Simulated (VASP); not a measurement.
# Mo (Im-3m) in VASP: settings compared, part 2 of 2

VASP 6.6.1. Earlier steps stand in the parts before.

### Step 4. Single point, PBE

This run uses another cell than the first one, of 15.79 Å³/atom.

Contents of INCAR:

```
PREC = Accurate
ENCUT = 520
EDIFF = 1E-7
ISMEAR = 1
SIGMA = 0.1
LREAL = F
LASPH = T
NELM = 80
ALGO = Normal
ISIF = 2
LWAVE = F
LCHARG = F
GGA = PE
NBANDS = 13
```

Contents of KPOINTS:

```
Automatic mesh
0
Gamma
  36 36 36
```

Contents of POSCAR:

```
Mo
1.0
   -1.5803999850      1.5803999850      1.5803999850
    1.5803999850     -1.5803999850      1.5803999850
    1.5803999850      1.5803999850     -1.5803999850
Mo
1
Direct
    0.0000000000      0.0000000000      0.0000000000
```

Potentials or basis: VASP PAW PBE potentials, release 64 (Mo_sv).

Launch:

```bash
$ cat potpaw_PBE.64/Mo_sv/POTCAR > POTCAR
$ mpirun -np 1 vasp_std > vasp.out
```

OUTCAR:

```text
PREC = Accurate
   ENCUT = 520
   EDIFF = 1E-7
   ISMEAR = 1
   LREAL = F
   LASPH = T
   NELM = 80
   ISIF = 2
   GGA = PE

 ion  position               nearest neighbor table
   1  0.000  0.000  0.000-

  LATTYP: Found a body centered cubic cell.
 ALAT       =     3.1607999700

  Lattice vectors:

 A1 = (  -1.5803999850,   1.5803999850,   1.5803999850)
 A2 = (   1.5803999850,  -1.5803999850,   1.5803999850)
 A3 = (   1.5803999850,   1.5803999850,  -1.5803999850)

Analysis of symmetry for initial positions (statically):
=====================================================================
 Subroutine PRICEL returns:
 Original cell was already a primitive cell.

 Routine SETGRP: Setting up the symmetry group for a
 body centered cubic supercell.

 Subroutine GETGRP returns: Found 48 space group operations
 (whereof 48 operations were pure point group operations)
 out of a pool of 48 trial point group operations.

The static configuration has the point symmetry O_h .

Analysis of symmetry for dynamics (positions and initial velocities):
=====================================================================
 Subroutine PRICEL returns:
 Original cell was already a primitive cell.

 Routine SETGRP: Setting up the symmetry group for a
 body centered cubic supercell.

 Subroutine GETGRP returns: Found 48 space group operations
 (whereof 48 operations were pure point group operations)
 out of a pool of 48 trial point group operations.

The dynamic configuration has the point symmetry O_h .

 Subroutine INISYM returns: Found 48 space group operations
 (whereof 48 operations are pure point group operations),
 and found     1 'primitive' translations

----------------------------------------------------------------------------------------

                                     Primitive cell

  volume of cell :      15.7892

  direct lattice vectors                    reciprocal lattice vectors
    -1.580399985  1.580399985  1.580399985     0.000000000  0.316375604  0.316375604
     1.580399985 -1.580399985  1.580399985     0.316375604  0.000000000  0.316375604
     1.580399985  1.580399985 -1.580399985     0.316375604  0.316375604  0.000000000

  length of vectors
     2.737333070  2.737333070  2.737333070     0.447422670  0.447422670  0.447422670

  position of ions in fractional coordinates (direct lattice)
     0.000000000  0.000000000  0.000000000

  ion indices of the primitive-cell ions
   primitive index   ion index
                 1           1

----------------------------------------------------------------------------------------

 KPOINTS: Automatic mesh

Automatic generation of k-mesh.
 Grid dimensions read from file:
 generate k-points for:   36   36   36

 Generating k-lattice:

  Cartesian coordinates                     Fractional coordinates (reciprocal lattice)
     0.000000000  0.008788211  0.008788211     0.027777778  0.000000000  0.000000000
     0.008788211  0.000000000  0.008788211     0.000000000  0.027777778  0.000000000
     0.008788211  0.008788211  0.000000000     0.000000000  0.000000000  0.027777778

  Length of vectors
     0.012428408  0.012428408  0.012428408

  Shift w.r.t. Gamma in fractional coordinates (k-lattice)
     0.000000000  0.000000000  0.000000000

 Subroutine IBZKPT returns following result:
 ===========================================

 Found   1240 irreducible k-points:

 Following reciprocal coordinates:
            Coordinates               Weight
  0.000000  0.000000  0.000000      1.000000
  0.027778  0.000000  0.000000     12.000000
  0.055556  0.000000  0.000000     12.000000
  0.083333  0.000000  0.000000     12.000000
  0.111111  0.000000  0.000000     12.000000
  0.138889  0.000000  0.000000     12.000000
[... 16 lines left out ...]
  0.111111  0.027778  0.000000     48.000000
  0.138889  0.027778  0.000000     48.000000
 [... further k-points ...]
   k-points           NKPTS =   1240   k-points in BZ     NKDIM =   1240   number of bands    NBANDS=     13
   number of dos      NEDOS =    301   number of ions     NIONS =      1
   total plane-waves  NPLWV =   8000
   dimension x,y,z NGX =    20 NGY =   20 NGZ =   20
   dimension x,y,z NGXF=    40 NGYF=   40 NGZF=   40
   ions per type =               1
   NGX,Y,Z   is equivalent  to a cutoff of  12.15, 12.15, 12.15 a.u.
   NGXF,Y,Z  is equivalent  to a cutoff of  24.29, 24.29, 24.29 a.u.
 SYSTEM =  unknown system
   PREC   = accura    normal or accurate (medium, high low for compatibility)
   ISTART =      0    job   : 0-new  1-cont  2-samecut
   ICHARG =      2    charge: 1-file 2-atom 10-const
   ISPIN  =      1    spin polarized calculation?
   LNONCOLLINEAR =      F non collinear calculations
   LSORBIT =      F    spin-orbit coupling
   LASPH  =      T    aspherical Exc in radial PAW
   ENCUT  =  520.0 eV  38.22 Ry    6.18 a.u.   5.09  5.09  5.09*2*pi/ulx,y,z
   NELM   =     80;   NELMIN=  2; NELMDL= -5     # of ELM steps
   EDIFF  = 0.1E-06   stopping-criterion for ELM
   LREAL  =      F    real-space projection
   EDIFFG = 0.1E-05   stopping-criterion for IOM
   NSW    =      0    number of steps for IOM
   IBRION =     -1    ionic relax: 0-MD 1-quasi-New 2-CG
   NFREE  =      0    steps in history (QN), initial steepest desc. (CG)
   ISIF   =      2    stress and relaxation
   ISYM   =      2    0-nonsym 1-usesym 2-fastsym
   POTIM  = 0.5000    time-step for ionic-motion
   TEBEG  =    0.0;   TEEND  =   0.0 temperature during run
   PSTRESS=    0.0 pullay stress
   NELECT =      14.0000    total number of electrons
   NUPDOWN=      -1.0000    fix difference up-down
   EMIN   =  10.00;   EMAX   =-10.00  energy-range for DOS
   EFERMI =   0.00;   METHOD = LEGACY
   ISMEAR =     1;   SIGMA  =   0.10  broadening in eV -4-tet -1-fermi 0-gaus
   EFERMI_NEDOS =   21; number of points for ismear=-14 and -15
   IALGO  =     38    algorithm
   IMIX   =      4    mixing-type and parameters
     AMIX     =   0.40;   BMIX     =  1.00
     AMIX_MAG =   1.60;   BMIX_MAG =  1.00
  volume/ion in A,a.u.               =      15.79       106.55
  Fermi-wavevector in a.u.,A,eV,Ry     =   1.572765  2.972095 33.655231  2.473590
  Thomas-Fermi vector in A             =   2.674150
   LORBIT       =      0    0 simple, 1 ext, 2 COOP (PROOUT), +10 PAW based schemes
   GGA     = PE    functional components
   LHFCALC =     F    Hartree Fock is set to
   AEXX    =    0.0000 exact exchange contribution
   IVDW    =     0    specifies the selected vdW correction
   LEPSILON=     F    determine dielectric tensor
   LRPA    =     F    only Hartree local field effects (RPA)
 non-spin polarized calculation
 Methfessel and Paxton  Order N= 1 SIGMA  =   0.10
  energy-cutoff  :      520.00
  volume of cell :       15.79
 maximum number of plane-waves:       438
   NGX = 11   NGY = 11   NGZ = 11

 number of electron      14.0000004 magnetization

 Free energy of the ion-electron system (eV)
  ---------------------------------------------------
  ext. energy  EPLUGINS =         0.00000000
  ---------------------------------------------------
  free energy    TOTEN  =       -10.93479985 eV

  energy without entropy =      -10.93460004  energy(sigma->0) =      -10.93473324

 E-fermi :  12.4370     XC(G=0): -13.3340

 val. band max:       12.4356663107   @ k =  -0.3333   0.3333   0.2500
 cond. band min:      12.4379963513   @ k =  -0.3056   0.3611   0.1944
 fundamental gap:      0.0023300406
 Fermi energy:        12.4370374199

 k-point     1 :       0.0000    0.0000    0.0000
  band No.  band energies     occupation
      1     -48.8471      2.00000
      2     -22.1361      2.00000
      3     -22.1361      2.00000
      4     -22.1361      2.00000
      5       5.2301      2.00000
      6      11.0879      2.00000
      7      11.0879      2.00000
      8      11.0879      2.00000
      9      14.0765     -0.00000
     10      14.0765     -0.00000
     11      27.2494      0.00000
     12      27.2494      0.00000
     13      27.2494      0.00000

 k-point     2 :       0.0278    0.0000    0.0000
  band No.  band energies     occupation
      1     -48.8452      2.00000
      2     -22.1472      2.00000
      3     -22.1396      2.00000
      4     -22.1362      2.00000
      5       5.2643      2.00000
      6      11.0685      2.00000
      7      11.0852      2.00000
      8      11.1196      2.00000
      9      14.0465     -0.00000
     10      14.0769     -0.00000
     11      27.2758      0.00000
[... 339 lines left out ...]
 k-point    24 :       0.1389    0.0278    0.0000
  band No.  band energies     occupation
      1     -48.7926      2.00000
      2     -22.4482      2.00000
      3     -22.2294      2.00000
      4     -22.1424      2.00000
      5       6.1947      2.00000
      6      10.5777      2.00000
      7      10.9110      2.00000
      8      12.0606      2.00000
      9      13.5235     -0.00000
     10      14.1286     -0.00000
     11      27.7812      0.00000
     12      28.7039      0.00000
     13      28.9027      0.00000

 [... further k-points ...]
[... 5 lines left out ...]
  --------------------------------------------------------------------------------------
  -------------------------------------------------------------------------------------
  Total        0.0479208      0.0479208      0.0479208      0.0000000      0.0000000     -0.0000000
  in kB        4.8626585      4.8626585      4.8626585      0.0000000      0.0000000     -0.0000000
  external PRESSURE =       4.8626585 kB  Pullay stress =       0.0000000 kB

 VOLUME and BASIS-vectors are now :
 -----------------------------------------------------------------------------
  energy-cutoff  :      520.00
  volume of cell :       15.79
      direct lattice vectors                 reciprocal lattice vectors
    -1.580399985  1.580399985  1.580399985     0.000000000  0.316375604  0.316375604
     1.580399985 -1.580399985  1.580399985     0.316375604  0.000000000  0.316375604
     1.580399985  1.580399985 -1.580399985     0.316375604  0.316375604  0.000000000

 POSITION                                       TOTAL-FORCE (eV/Angst)
 -----------------------------------------------------------------------------------
      0.00000      0.00000      0.00000         0.000000      0.000000      0.000000
 -----------------------------------------------------------------------------------
    total drift:                                0.000000     -0.000000      0.000000

  FREE ENERGIE OF THE ION-ELECTRON SYSTEM (eV)
  ---------------------------------------------------
  free  energy   TOTEN  =       -10.9347998474 eV

  energy  without entropy=      -10.9346000400  energy(sigma->0) =      -10.93473324
```

OSZICAR:

```text
N       E                     dE             d eps       ncg     rms          rms(c)
DAV:   1     0.919513825023E+02    0.91951E+02   -0.80383E+03 32532   0.110E+03
DAV:   2    -0.104271800718E+02   -0.10238E+03   -0.98488E+02 36940   0.310E+02
DAV:   3    -0.115998952951E+02   -0.11727E+01   -0.11695E+01 36050   0.330E+01
DAV:   4    -0.116025500301E+02   -0.26547E-02   -0.26547E-02 36025   0.191E+00
DAV:   5    -0.116025672316E+02   -0.17201E-04   -0.17202E-04 36460   0.137E-01    0.144E+01
DAV:   6    -0.110170803499E+02    0.58549E+00   -0.73126E-01 33090   0.105E+01    0.384E+00
DAV:   7    -0.109383416355E+02    0.78739E-01   -0.14292E-01 35885   0.442E+00    0.965E-01
DAV:   8    -0.109347283881E+02    0.36132E-02   -0.41198E-03 33445   0.820E-01    0.182E-01
DAV:   9    -0.109347904909E+02   -0.62103E-04   -0.11358E-04 38135   0.133E-01    0.754E-02
DAV:  10    -0.109347998337E+02   -0.93427E-05   -0.14004E-05 33425   0.444E-02    0.610E-03
DAV:  11    -0.109348000441E+02   -0.21043E-06   -0.13394E-07 29736   0.397E-03    0.117E-03
DAV:  12    -0.109347998402E+02    0.20387E-06   -0.13435E-08 17175   0.147E-03    0.791E-05
DAV:  13    -0.109347998474E+02   -0.72016E-08   -0.10839E-09 16785   0.397E-04
   1 F= -.10934800E+02 E0= -.10934733E+02  d E =-.199807E-03
```

Wall time 95 s (1 thread of Intel Xeon Platinum 8488C (Sapphire Rapids), shared host); peak memory 0.33 GiB.

What came out:

| Item | Value |
| --- | --- |
| Free energy | -10.9348 eV |
| Pressure | 0.5 GPa |
| Band gap on the k mesh | zero (bands 7 and 8 overlap by 5.27 eV) |

### Step 5. The runs side by side

| level | cell | smearing | gap on the mesh (eV) | pressure (GPa) |
| --- | --- | --- | --- | --- |
| PBEsol | a = 2.710 Å, angles 109.5°, 1 atom | methfessel-paxton 0.1 eV | none | 0.5 |
| PBEsol | a = 2.710 Å, angles 109.5°, 1 atom | fermi-dirac 0.03 eV | none | 0.6 |
| PBE | a = 2.737 Å, angles 109.5°, 1 atom | methfessel-paxton 0.1 eV | none | 0.5 |

Alike in all rows: task single point; potentials or basis VASP PAW PBE potentials, release 64 (Mo_sv); no spin polarisation; k mesh 36 × 36 × 36; cutoff (eV) 520.

Caveats: the PAW data sets were made with another functional, which shifts forces and pressure a little (at least some runs).

Total energies depend on the potentials used, so only differences within one code and one set of settings carry meaning.
